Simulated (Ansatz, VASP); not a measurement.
## Si3N in VASP and in Ansatz

File INCAR:

```
SYSTEM = Si3N
ALGO = Normal
DIPOL = 0.5 0.5 0.328
EDIFF = 1E-6
ENCUT = 520
GGA = PE
IDIPOL = 3
ISIF = 2
ISMEAR = 0
IVDW = 12
LASPH = .True.
LCHARG = .True.
LDIPOL = .True.
LELF = .True.
LREAL = .False.
LVACPOTAV = .True.
LVHAR = .True.
LWAVE = .False.
NBANDS = 27
NELM = 100
PREC = Accurate
SIGMA = 0.05
```

The input KPOINTS:

```
k-points
0
Gamma
  7 5 1
  0 0 0
```

Contents of POSCAR:

```
Si3N
1.0
    3.8333442755      0.0000000000      0.0000000000
    0.0000000000      5.4211674636      0.0000000000
    0.0000000000      0.0000000000     22.4877586337
Si N
6 2
Direct
    0.5000000000      0.0000000000      0.1778745523
    0.0000000000      0.2500000000      0.1778745523
    0.0000000000      0.5038839981      0.2608672216
    0.5000000000      0.7461160019      0.2608672216
    0.5000000000      0.0086033066      0.3418641564
    0.0000000000      0.2413966934      0.3418641564
    0.8333333333      0.3419366399      0.5063981173
    0.8333333333      0.3419366399      0.5553136192
```

Input for Ansatz:

```yaml
crystal:
  lattice:
    - [3.8333442755, 0.0, 0.0]
    - [0.0, 5.4211674636, 0.0]
    - [0.0, 0.0, 22.4877586337]
  atoms:
    - { symbol: Si, position: [0.5, 0.0, 0.1778745523] }
    - { symbol: Si, position: [0.0, 0.25, 0.1778745523] }
    - { symbol: Si, position: [0.0, 0.5038839981, 0.2608672216] }
    - { symbol: Si, position: [0.5, 0.7461160019, 0.2608672216] }
    - { symbol: Si, position: [0.5, 0.0086033066, 0.3418641564] }
    - { symbol: Si, position: [0.0, 0.2413966934, 0.3418641564] }
    - { symbol: "N", position: [0.8333333333, 0.3419366399, 0.5063981173] }
    - { symbol: "N", position: [0.8333333333, 0.3419366399, 0.5553136192] }
basis:
  ecutwfc: 420
kpoints:
  mp_grid: { grid: [7, 5, 1] }
hamiltonian:
  xc: pbe
  pseudopotentials: { kind: paw, azcp: { folder: soft_1 } }
  dispersion: d3bj
scf:
  occupations: { method: gaussian, width: 0.05 }
output:
  forces: true
  eigenvalues: true
  write_density: true
  write_potential: true
  elf: true
  volumetric_format: npy
efield:
  axis: 3
  dipole_correction: true
  ramp_width: 0.04
```

Alike in both runs: task single point; functional PBE; dispersion D3(BJ); k mesh 7 × 5 × 1; occupations gaussian, width 0.05 eV; no spin polarisation.

|  | VASP | Ansatz |
| --- | --- | --- |
| version | VASP 6.6.1 | Ansatz 0.2.0 |
| potentials or method | VASP PAW PBE potentials, release 64 (Si, N), cutoff 520 eV | scalar-relativistic, plane waves, PAW |
| valence electrons in the cell | 34 | 34 |

|  | VASP | Ansatz | Ansatz less VASP |
| --- | --- | --- | --- |
| gap on the k mesh at the Fermi level (eV) | none | none | - |
| rms of the force components (eV/Å) | 0.634 | 0.189 | -0.4452 |
| work function, face that differs most (eV) | 4.73 | 4.72 | -0.002 |

Atom by atom the forces differ by 0.519 eV/Å (rms over components). A gap of «none» marks a metal or a gap that the smearing closes. One of these differences is far larger than is usual between the two programs; its cause wasn't traced. Ansatz's warnings: xc potential rough in thin density.

Noted on VASP's run: the standard files for N, O and F lose accuracy on very short bonds.
